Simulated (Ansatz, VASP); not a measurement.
# SnO: VASP beside Ansatz

The input POSCAR:

```
SnO
1.0
    0.0000000000      2.5381296297      2.5381296297
    2.5381296297      0.0000000000      2.5381296297
    2.5381296297      2.5381296297      0.0000000000
Sn O
1 1
Direct
    0.0000000000      0.0000000000      0.0000000000
    0.5000000000      0.5000000000      0.5000000000
```

Contents of INCAR.step1:

```
SYSTEM = SnO
ALGO     = Normal         ! electronic algorithm
EDIFF    = 1E-4           ! SCF threshold, eV
ENCUT    = 520            ! plane-wave cutoff, eV
GGA      = PE             ! functional
ISMEAR   = 0              ! smearing method
LASPH    = .True.         ! aspherical terms in the spheres
LCHARG   = .False.        ! write CHGCAR
LREAL    = .False.        ! projectors in reciprocal space
LWAVE    = .True.         ! write WAVECAR
NBANDS   = 17             ! bands
NELM     = 80             ! most SCF steps
PREC     = Accurate       ! precision mode
SIGMA    = 0.02           ! smearing width, eV
```

File INCAR.step2:

```
SYSTEM = SnO
ALGO     = Normal         ! electronic algorithm
EDIFF    = 1E-6           ! SCF threshold, eV
ENCUT    = 520            ! plane-wave cutoff, eV
ISIF     = 2              ! what is computed and relaxed
ISMEAR   = 0              ! smearing method
ISTART   = 1            
LASPH    = .True.         ! aspherical terms in the spheres
LCHARG   = .False.        ! write CHGCAR
LMIXTAU  = .True.       
LREAL    = .False.        ! projectors in reciprocal space
LWAVE    = .False.        ! write WAVECAR
METAGGA  = R2SCAN         ! meta-GGA
NBANDS   = 17             ! bands
NELM     = 80             ! most SCF steps
PREC     = Accurate       ! precision mode
SIGMA    = 0.02           ! smearing width, eV
```

Contents of KPOINTS:

```
k-points
0
Gamma
  10 10 10
  0 0 0
```

Input for Ansatz:

```yaml
crystal:
  lattice:
    - [0.0, 2.5381296297, 2.5381296297]
    - [2.5381296297, 0.0, 2.5381296297]
    - [2.5381296297, 2.5381296297, 0.0]
  atoms:
    - { symbol: Sn, position: [0.0, 0.0, 0.0] }
    - { symbol: O, position: [0.5, 0.5, 0.5] }
basis:
  ecutwfc: 500
kpoints:
  mp_grid: { grid: [10, 10, 10] }
  band_path: { path: [VBM, CBM], npoints: 2 }
hamiltonian:
  xc: r2scan
scf:
  occupations: { method: gaussian, width: 0.02 }
output:
  forces: true
  stress: true
  eigenvalues: true
checkpoint:
  read: start.run
  write: ck
  compress: false
  write_wavefunctions: false
  write_every: 100000
```

Alike in both runs: task single point; functional r2SCAN; k mesh 10 × 10 × 10; occupations gaussian, width 0.02 eV; no spin polarisation.

```csv
,VASP,Ansatz
version,VASP 6.6.1,Ansatz 0.2.0
potentials or method,"VASP PAW PBE potentials, release 64 (Sn_d, O), cutoff 520 eV","scalar-relativistic, plane waves, PAW"
valence electrons in the cell,20,20
```

VASP gave:

```
gap on the k mesh at the Fermi level (eV) : 0.75
least direct gap on the mesh (eV)         : 0.82
pressure (GPa)                            : 0.2
```

Task: What did Ansatz give for the same quantities?

Result: gap on the k mesh at the Fermi level (eV): 0.75; least direct gap on the mesh (eV): 0.82; pressure (GPa): 0.0.

VASP's potentials were made for PBE, not for r2SCAN. Ansatz's warnings: band edges overlap.
